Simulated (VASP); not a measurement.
Set up this calculation in VASP 6.6.1, as the native input.

```
Task                   : single point
Functional             : PBE
Potentials or basis    : VASP PAW PBE potentials, release 64 (Mg, Se)
Cutoff                 : 600 eV
k mesh                 : 8 × 8 × 8
Occupations            : gaussian, width 0.02 eV
Spin                   : no spin polarisation
Dipole correction      : no
Further INCAR settings : ALGO = Normal; EDIFF = 1e-06; NBANDS = 11
```

The structure of MgSe lies in POSCAR:

```
MgSe
1.0
    0.0000000000      2.7543207033      2.7543207033
    2.7543207033      0.0000000000      2.7543207033
    2.7543207033      2.7543207033      0.0000000000
Mg Se
1 1
Direct
    0.0000000000      0.0000000000      0.0000000000
    0.5000000000      0.5000000000      0.5000000000
```

One way to write it, as run:

INCAR

```
SYSTEM = MgSe
ALGO     = Normal         ! electronic algorithm
EDIFF    = 1E-6           ! SCF threshold, eV
ENCUT    = 600            ! plane-wave cutoff, eV
GGA      = PE             ! functional
GGA_COMPAT= .False.      
ISIF     = 2              ! what is computed and relaxed
ISMEAR   = 0              ! smearing method
LASPH    = .True.         ! aspherical terms in the spheres
LCHARG   = .False.        ! write CHGCAR
LREAL    = .False.        ! projectors in reciprocal space
LWAVE    = .False.        ! write WAVECAR
NBANDS   = 11             ! bands
NELM     = 120            ! most SCF steps
PREC     = Accurate       ! precision mode
SIGMA    = 0.02           ! smearing width, eV
```

KPOINTS

```
k-points
0
Gamma
  8 8 8
  0 0 0
```

Potentials or basis: VASP PAW PBE potentials, release 64 (Mg, Se).

The run is started by

```bash
$ cat potpaw_PBE.64/Mg/POTCAR potpaw_PBE.64/Se/POTCAR > POTCAR
$ mpirun -np 1 vasp_std > vasp.out
```

Results of the run:

The pressure is -0.1 GPa. The band gap on the k mesh is 1.75 eV, indirect (least direct gap 2.39 eV).

Run time: 14 s on 1 thread of Intel(R) Xeon(R) 6975P-C (Granite Rapids) (shared host), peak memory 0.17 GiB.
